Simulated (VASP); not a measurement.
# Al (Fd-3m) in VASP: a series of runs

Runs on Al. Level: PBE. Tasks: relaxation of cell and atoms.

All numbers are computed with VASP 6.6.1; they aren't measurements. Logs are shortened: lines on timing, memory, paths and dates and some standing lists are left out, and cuts for length are marked.

## (1) The cell of the first run

Symmetry: Fd-3m, No. 227, cubic system. The conventional cell has a = 5.404 Å, b = 5.404 Å, c = 5.404 Å, α = 90.00°, β = 90.00°, γ = 90.00°. Al (site symmetry -43m) has 4 Al at 2.34 Å within 3.1 Å.

## (2) Relaxation of cell and atoms, PBE, target pressure 2.6 GPa, at which the enthalpy is minimised

File INCAR:

```
SYSTEM = Al
PREC = Accurate ; ENCUT = 600
EDIFF = 1E-6 ; ISMEAR = -1
SIGMA = 0.05 ; LREAL = .False.
LASPH = .True. ; NELM = 100
ALGO = Normal ; ISIF = 3
LWAVE = .False. ; LCHARG = .False.
GGA = PE ; IBRION = 2
NSW = 60 ; EDIFFG = -0.005
PSTRESS = 26.0
```

File KPOINTS:

```
regular mesh
0
Gamma
  12 12 12
  0 0 0
```

File POSCAR:

```
Al
1.0
    0.0000000000      2.7019078605      2.7019078605
    2.7019078605      0.0000000000      2.7019078605
    2.7019078605      2.7019078605      0.0000000000
Al
2
Direct
   -0.1250000000     -0.1250000000     -0.1250000000
    0.1250000000      0.1250000000      0.1250000000
```

Potentials or basis: VASP PAW PBE potentials, release 64 (Al).

Started as:

```bash
> cat potpaw_PBE.64/Al/POTCAR > POTCAR
> mpirun -np 1 vasp_std > vasp.out
```

OUTCAR:

```text
SYSTEM = Al
   PREC = Accurate
   ENCUT = 600
   EDIFF = 1E-6
   ISMEAR = -1
   LREAL = .False.
   LASPH = .True.
   NELM = 100
   ISIF = 3
   GGA = PE
   IBRION = 2
   NSW = 60
   EDIFFG = -0.005
   PSTRESS = 26.0

 ion  position               nearest neighbor table
   1  0.875  0.875  0.875-   2 2.34   2 2.34   2 2.34   2 2.34
   2  0.125  0.125  0.125-   1 2.34   1 2.34   1 2.34   1 2.34

  LATTYP: Found a face centered cubic cell.
 ALAT       =     5.4038157210

  Lattice vectors:

 A1 = (   0.0000000000,   2.7019078605,   2.7019078605)
 A2 = (   2.7019078605,   0.0000000000,   2.7019078605)
 A3 = (   2.7019078605,   2.7019078605,   0.0000000000)

Analysis of symmetry for initial positions (statically):
=====================================================================
 Subroutine PRICEL returns:
 Original cell was already a primitive cell.

 Routine SETGRP: Setting up the symmetry group for a
 face centered cubic supercell.

 Subroutine GETGRP returns: Found 48 space group operations
 (whereof 12 operations were pure point group operations)
 out of a pool of 48 trial point group operations.

The static configuration has the point symmetry D_3d.
 The point group associated with its full space group is O_h .

Analysis of symmetry for dynamics (positions and initial velocities):
=====================================================================
 Subroutine PRICEL returns:
 Original cell was already a primitive cell.

 Routine SETGRP: Setting up the symmetry group for a
 face centered cubic supercell.

 Subroutine GETGRP returns: Found 48 space group operations
 (whereof 12 operations were pure point group operations)
 out of a pool of 48 trial point group operations.

The dynamic configuration has the point symmetry D_3d.
 The point group associated with its full space group is O_h .

 Subroutine INISYM returns: Found 48 space group operations
 (whereof 12 operations are pure point group operations),
 and found     1 'primitive' translations

----------------------------------------------------------------------------------------

                                     Primitive cell

  volume of cell :      39.4495

  direct lattice vectors                    reciprocal lattice vectors
     0.000000000  2.701907860  2.701907860    -0.185054423  0.185054423  0.185054423
     2.701907860  0.000000000  2.701907860     0.185054423 -0.185054423  0.185054423
     2.701907860  2.701907860  0.000000000     0.185054423  0.185054423 -0.185054423

  length of vectors
     3.821074741  3.821074741  3.821074741     0.320523663  0.320523663  0.320523663

  position of ions in fractional coordinates (direct lattice)
     0.875000000  0.875000000  0.875000000
[... 62 lines left out ...]
   total plane-waves  NPLWV =  32768
   dimension x,y,z NGX =    32 NGY =   32 NGZ =   32
   dimension x,y,z NGXF=    64 NGYF=   64 NGZF=   64
   ions per type =               2
   NGX,Y,Z   is equivalent  to a cutoff of  13.92, 13.92, 13.92 a.u.
   NGXF,Y,Z  is equivalent  to a cutoff of  27.84, 27.84, 27.84 a.u.
 SYSTEM =  Al
   PREC   = accura    normal or accurate (medium, high low for compatibility)
   ISTART =      0    job   : 0-new  1-cont  2-samecut
   ICHARG =      2    charge: 1-file 2-atom 10-const
   ISPIN  =      1    spin polarized calculation?
   LNONCOLLINEAR =      F non collinear calculations
   LSORBIT =      F    spin-orbit coupling
   LASPH  =      T    aspherical Exc in radial PAW
   ENCUT  =  600.0 eV  44.10 Ry    6.64 a.u.   7.63  7.63  7.63*2*pi/ulx,y,z
   NELM   =    100;   NELMIN=  2; NELMDL= -5     # of ELM steps
   EDIFF  = 0.1E-05   stopping-criterion for ELM
   LREAL  =      F    real-space projection
   EDIFFG = -.5E-02   stopping-criterion for IOM
   NSW    =     60    number of steps for IOM
   IBRION =      2    ionic relax: 0-MD 1-quasi-New 2-CG
   NFREE  =      1    steps in history (QN), initial steepest desc. (CG)
   ISIF   =      3    stress and relaxation
   ISYM   =      2    0-nonsym 1-usesym 2-fastsym
   POTIM  = 0.5000    time-step for ionic-motion
   TEBEG  =    0.0;   TEEND  =   0.0 temperature during run
   PSTRESS=   26.0 pullay stress
   NELECT =       6.0000    total number of electrons
   NUPDOWN=      -1.0000    fix difference up-down
   EMIN   =  10.00;   EMAX   =-10.00  energy-range for DOS
   EFERMI =   0.00;   METHOD = LEGACY
   ISMEAR =    -1;   SIGMA  =   0.05  broadening in eV -4-tet -1-fermi 0-gaus
   EFERMI_NEDOS =   21; number of points for ismear=-14 and -15
   IALGO  =     38    algorithm
   IMIX   =      4    mixing-type and parameters
     AMIX     =   0.40;   BMIX     =  1.00
     AMIX_MAG =   1.60;   BMIX_MAG =  1.00
  volume/ion in A,a.u.               =      19.72       133.11
  Fermi-wavevector in a.u.,A,eV,Ry     =   0.873866  1.651367 10.389971  0.763641
  Thomas-Fermi vector in A             =   1.993316
   LORBIT       =      0    0 simple, 1 ext, 2 COOP (PROOUT), +10 PAW based schemes
   GGA     = PE    functional components
   LHFCALC =     F    Hartree Fock is set to
   AEXX    =    0.0000 exact exchange contribution
   IVDW    =     0    specifies the selected vdW correction
   LEPSILON=     F    determine dielectric tensor
   LRPA    =     F    only Hartree local field effects (RPA)
 conjugate gradient relaxation of ions
 non-spin polarized calculation
  energy-cutoff  :      600.00
  volume of cell :       39.45
 maximum number of plane-waves:      1363
   NGX = 15   NGY = 15   NGZ = 15

--------------------------------------- Ionic step        1  -------------------------------------------

 number of electron       6.0000000 magnetization

 Free energy of the ion-electron system (eV)
  ---------------------------------------------------
  ext. energy  EPLUGINS =         0.00000000
  ---------------------------------------------------
  free energy    TOTEN  =        -5.07714235 eV

  energy without entropy =       -5.06585946  energy(sigma->0) =       -5.07150091

 E-fermi :   5.3281     XC(G=0):  -9.3050

 val. band max:        5.3227768693   @ k =  -0.4167   0.1667   0.0833
 cond. band min:       5.3663853965   @ k =   0.4167   0.1667   0.0833
 fundamental gap:      0.0436085273
 Fermi energy:         5.3280504941

 k-point     1 :       0.0000    0.0000    0.0000
  band No.  band energies     occupation
      1      -4.1607      2.00000
      2       8.1117      0.00000
      3       8.1117      0.00000
      4       8.1117      0.00000
      5       9.9393      0.00000
      6       9.9393      0.00000
      7       9.9393      0.00000
[... 381 lines left out ...]
--------------------------------------- Ionic step        5  -------------------------------------------

 number of electron       6.0000000 magnetization

 Free energy of the ion-electron system (eV)
  ---------------------------------------------------
  ext. energy  EPLUGINS =         0.00000000
  ---------------------------------------------------
  free energy    TOTEN  =        -5.97945706 eV

  energy without entropy =       -5.96504767  energy(sigma->0) =       -5.97225236

 E-fermi :   3.1534     XC(G=0):  -8.3331

 val. band max:        3.1422089176   @ k =   0.3333   0.3333   0.0000
 cond. band min:       3.1615761545   @ k =   0.3333   0.2500   0.0833
 fundamental gap:      0.0193672369
 Fermi energy:         3.1534139697

 k-point     1 :       0.0000    0.0000    0.0000
  band No.  band energies     occupation
      1      -4.9338      2.00000
      2       5.3864      0.00000
      3       5.3864      0.00000
      4       5.3864      0.00000
      5       7.2406      0.00000
      6       7.2406      0.00000
      7       7.2406      0.00000
[... 263 lines left out ...]
  energy  without entropy=       -5.9650476668  energy(sigma->0) =       -5.97225236

  enthalpy is  TOTEN    =        -5.1348145815 eV   P V=        0.8446424778

 reached required accuracy - stopping structural energy minimisation
```

Run time: 25 s. Hardware: 1 thread of AMD EPYC 9R45 (Zen 5), shared host; peak memory 0.15 GiB.

Results:

```
Free energy                                            : -5.9795 eV
Relaxed volume                                         : 26.02 Å³/atom
Relaxed cell                                           : a = 4.191 Å, b = 4.191 Å, c = 4.191 Å, α = 60.00°, β = 60.00°, γ = 60.00°
Space group after relaxing (to 0.05 Å)                 : Fd-3m (No. 227)
Energy change on relaxing (the enthalpy is what falls) : -451.2 meV/atom
Ionic steps                                            : 5
Pressure after relaxing                                : 2.6 GPa
Band gap on the k mesh                                 : zero (band 3 reaches 5.39 eV, above the bottom of band 4 at 1.68 eV)
```

Step by step:
```tsv
step	energy change (eV)	largest force (eV/Å)	pressure (GPa)	volume (Å³)
1	0.0000	0.0000	24.70	39.45
2	-0.9215	0.0000	-1.10	57.11
3	-0.8986	0.0000	2.81	51.83
4	-0.9031	0.0000	2.56	52.10
5	-0.9023	0.0000	2.60	52.05
```

Final structure:
```
Al
1.0
     0.00000    2.96342    2.96342
     2.96342    0.00000    2.96342
     2.96342    2.96342    0.00000
Al
2
Direct
  0.87500 0.87500 0.87500
  0.12500 0.12500 0.12500
```

Levels at points of the mesh, in eV from the Fermi level:
```tsv
k point	band 1	band 2	band 3	band 4	band 5	band 6
(0.00, 0.00, 0.00)	-8.09	2.23	2.23	2.23	4.09	4.09
(0.50, 0.00, 0.00)	-5.95	-3.97	1.17	1.17	3.49	4.48
(0.50, 0.50, 0.00)	-4.41	-4.41	-0.39	-0.39	2.12	2.12
```

Caveat: the cell is relaxed towards a set pressure, so the enthalpy falls and the energy may rise; the volume moved by over 15 % at a fixed basis, so the end points are rough.

## (3) Relaxation of cell and atoms, PBE, target pressure 2.6 GPa, at which the enthalpy is minimised

This run uses another cell than the first one, of 26.03 Å³/atom, 1.320 times its volume.

File INCAR:

```
SYSTEM = Al
  PREC = Accurate
  ENCUT = 600
  EDIFF = 1E-7
  ISMEAR = -1
  SIGMA = 0.05
  LREAL = .FALSE.
  LASPH = .TRUE.
  NELM = 60
  ALGO = Normal
  ISIF = 3
  LWAVE = .FALSE.
  LCHARG = .FALSE.
  GGA = PE
  IBRION = 2
  NSW = 32
  EDIFFG = -0.005
  PSTRESS = 26.0
```

File KPOINTS:

```
regular mesh
0
G
  12 12 12
  0 0 0
```

File POSCAR:

```
Al
1.0
    0.0000000000      2.9637605987      2.9637605987
    2.9637605987      0.0000000000      2.9637605987
    2.9637605987      2.9637605987      0.0000000000
Al
2
Direct
   -0.1250000000     -0.1250000000     -0.1250000000
    0.1250000000      0.1250000000      0.1250000000
```

Potentials or basis: VASP PAW PBE potentials, release 64 (Al).

Started as:

```bash
> cat potpaw_PBE.64/Al/POTCAR > POTCAR
> mpirun -np 1 vasp_std > vasp.out
```

OUTCAR:

```text
SYSTEM = Al
   PREC = Accurate
   ENCUT = 600
   EDIFF = 1E-7
   ISMEAR = -1
   LREAL = .FALSE.
   LASPH = .TRUE.
   NELM = 60
   ISIF = 3
   GGA = PE
   IBRION = 2
   NSW = 32
   EDIFFG = -0.005
   PSTRESS = 26.0

 ion  position               nearest neighbor table
   1  0.875  0.875  0.875-   2 2.57   2 2.57   2 2.57   2 2.57
   2  0.125  0.125  0.125-   1 2.57   1 2.57   1 2.57   1 2.57

  LATTYP: Found a face centered cubic cell.
 ALAT       =     5.9275211974

  Lattice vectors:

 A1 = (   0.0000000000,   2.9637605987,   2.9637605987)
 A2 = (   2.9637605987,   0.0000000000,   2.9637605987)
 A3 = (   2.9637605987,   2.9637605987,   0.0000000000)

Analysis of symmetry for initial positions (statically):
=====================================================================
 Subroutine PRICEL returns:
 Original cell was already a primitive cell.

 Routine SETGRP: Setting up the symmetry group for a
 face centered cubic supercell.

 Subroutine GETGRP returns: Found 48 space group operations
 (whereof 12 operations were pure point group operations)
 out of a pool of 48 trial point group operations.

The static configuration has the point symmetry D_3d.
 The point group associated with its full space group is O_h .

Analysis of symmetry for dynamics (positions and initial velocities):
=====================================================================
 Subroutine PRICEL returns:
 Original cell was already a primitive cell.

 Routine SETGRP: Setting up the symmetry group for a
 face centered cubic supercell.

 Subroutine GETGRP returns: Found 48 space group operations
 (whereof 12 operations were pure point group operations)
 out of a pool of 48 trial point group operations.

The dynamic configuration has the point symmetry D_3d.
 The point group associated with its full space group is O_h .

[... 114 lines left out ...]
   EFERMI_NEDOS =   21; number of points for ismear=-14 and -15
   IALGO  =     38    algorithm
   IMIX   =      4    mixing-type and parameters
     AMIX     =   0.40;   BMIX     =  1.00
     AMIX_MAG =   1.60;   BMIX_MAG =  1.00
  volume/ion in A,a.u.               =      26.03       175.68
  Fermi-wavevector in a.u.,A,eV,Ry     =   0.796658  1.505466  8.635136  0.634665
  Thomas-Fermi vector in A             =   1.903224
   LORBIT       =      0    0 simple, 1 ext, 2 COOP (PROOUT), +10 PAW based schemes
   GGA     = PE    functional components
   LHFCALC =     F    Hartree Fock is set to
   AEXX    =    0.0000 exact exchange contribution
   IVDW    =     0    specifies the selected vdW correction
   LEPSILON=     F    determine dielectric tensor
   LRPA    =     F    only Hartree local field effects (RPA)
 conjugate gradient relaxation of ions
 non-spin polarized calculation
  energy-cutoff  :      600.00
  volume of cell :       52.07
 maximum number of plane-waves:      1807
 NGX is ok and might be reduce to    36
   NGX = 17   NGY = 17   NGZ = 17

 number of electron       6.0000000 magnetization

 Free energy of the ion-electron system (eV)
  ---------------------------------------------------
  ext. energy  EPLUGINS =         0.00000000
  ---------------------------------------------------
  free energy    TOTEN  =        -5.98014377 eV

  energy without entropy =       -5.96573453  energy(sigma->0) =       -5.97293915

 E-fermi :   3.1509     XC(G=0):  -8.3321

 val. band max:        3.1397159478   @ k =   0.3333   0.3333   0.0000
 cond. band min:       3.1591397335   @ k =   0.3333   0.2500   0.0833
 fundamental gap:      0.0194237857
 Fermi energy:         3.1508555427

 k-point     1 :       0.0000    0.0000    0.0000
  band No.  band energies     occupation
      1      -4.9348      2.00000
      2       5.3831      0.00000
      3       5.3831      0.00000
      4       5.3831      0.00000
      5       7.2375      0.00000
      6       7.2375      0.00000
      7       7.2375      0.00000
[... 221 lines left out ...]
 k-point    24 :      -0.4167    0.1667    0.0000
  band No.  band energies     occupation
      1      -2.5620      2.00000
      2      -0.5739      2.00000
      3       2.6490      1.99991
      4       3.9272      0.00000
      5       6.7343      0.00000
      6       8.5887      0.00000
      7       8.6059      0.00000

 [... further k-points ...]
[... 5 lines left out ...]
  --------------------------------------------------------------------------------------
  -------------------------------------------------------------------------------------
  Total        0.8405810      0.8405810      0.8405810      0.0000000      0.0000000     -0.0000000
  in kB       25.8660900     25.8660900     25.8660900      0.0000000      0.0000000     -0.0000000
  external PRESSURE =      -0.1339100 kB  Pullay stress =      26.0000000 kB

 VOLUME and BASIS-vectors are now :
 -----------------------------------------------------------------------------
  energy-cutoff  :      600.00
  volume of cell :       52.07
      direct lattice vectors                 reciprocal lattice vectors
     0.000000000  2.963760599  2.963760599    -0.168704584  0.168704584  0.168704584
     2.963760599  0.000000000  2.963760599     0.168704584 -0.168704584  0.168704584
     2.963760599  2.963760599  0.000000000     0.168704584  0.168704584 -0.168704584

 POSITION                                       TOTAL-FORCE (eV/Angst)
 -----------------------------------------------------------------------------------
      5.18658      5.18658      5.18658         0.000000     -0.000000     -0.000000
      0.74094      0.74094      0.74094        -0.000000      0.000000      0.000000
 -----------------------------------------------------------------------------------
    total drift:                               -0.000000      0.000000      0.000000

  FREE ENERGIE OF THE ION-ELECTRON SYSTEM (eV)
  ---------------------------------------------------
  free  energy   TOTEN  =        -5.9801437749 eV

  energy  without entropy=       -5.9657345277  energy(sigma->0) =       -5.97293915

  enthalpy is  TOTEN    =        -5.1352110686 eV   P V=        0.8449327063

 reached required accuracy - stopping structural energy minimisation
```

OSZICAR:

```text
N       E                     dE             d eps       ncg     rms          rms(c)
DAV:   1     0.159857290461E+01    0.15986E+01   -0.21929E+03  1008   0.711E+02
DAV:   2    -0.586714669688E+01   -0.74657E+01   -0.70733E+01  1365   0.477E+01
DAV:   3    -0.597441245504E+01   -0.10727E+00   -0.10455E+00  1470   0.752E+00
DAV:   4    -0.597506963660E+01   -0.65718E-03   -0.65560E-03  1540   0.520E-01
DAV:   5    -0.597507154452E+01   -0.19079E-05   -0.19080E-05  1498   0.247E-02    0.161E+00
DAV:   6    -0.597828533245E+01   -0.32138E-02   -0.29391E-03  1400   0.383E-01    0.101E+00
DAV:   7    -0.598007862195E+01   -0.17933E-02   -0.78914E-03  1302   0.644E-01    0.857E-02
DAV:   8    -0.598011137809E+01   -0.32756E-04   -0.19675E-04  1435   0.937E-02    0.703E-02
DAV:   9    -0.598014288909E+01   -0.31511E-04   -0.40250E-05  1274   0.467E-02    0.740E-03
DAV:  10    -0.598014325438E+01   -0.36529E-06   -0.17638E-06  1512   0.918E-03    0.459E-03
DAV:  11    -0.598014380181E+01   -0.54743E-06   -0.40657E-07  1246   0.467E-03    0.342E-03
DAV:  12    -0.598014377490E+01    0.26911E-07   -0.44544E-09   728   0.498E-04
   1 F= -.51352111E+01 E0= -.51280064E+01  d E =-.513521E+01
```

CONTCAR:

```text
Al
   1.00000000000000
     0.0000000000000000    2.9637605987000000    2.9637605987000000
     2.9637605987000000    0.0000000000000000    2.9637605987000000
     2.9637605987000000    2.9637605987000000    0.0000000000000000
  Al
     2
Direct
     0.8750000000000000    0.8750000000000000    0.8750000000000000
     0.1250000000000000    0.1250000000000000    0.1250000000000000

  0.00000000E+00  0.00000000E+00  0.00000000E+00
  0.00000000E+00  0.00000000E+00  0.00000000E+00
```

Run time: 17 s. Hardware: 1 thread of AMD EPYC 9R45 (Zen 5), shared host; peak memory 0.17 GiB.

What came out:

```
Free energy             : -5.9801 eV
Pressure after relaxing : 2.6 GPa
Band gap on the k mesh  : zero (band 3 reaches 5.38 eV, above the bottom of band 4 at 1.68 eV)
```

Final structure:
```
Al
1.0
     0.00000    2.96376    2.96376
     2.96376    0.00000    2.96376
     2.96376    2.96376    0.00000
Al
2
Direct
  0.87500 0.87500 0.87500
  0.12500 0.12500 0.12500
```

Levels at points of the mesh, in eV from the Fermi level:
```
           k point  band 1  band 2  band 3  band 4  band 5  band 6
(0.00, 0.00, 0.00)   -8.09    2.23    2.23    2.23    4.09    4.09
(0.50, 0.00, 0.00)   -5.95   -3.97    1.17    1.17    3.49    4.48
(0.50, 0.50, 0.00)   -4.41   -4.41   -0.39   -0.39    2.12    2.12
```

Caveat: the relaxation stopped at its first step, so nothing moved; the cell is relaxed towards a set pressure, so the enthalpy falls and the energy may rise.
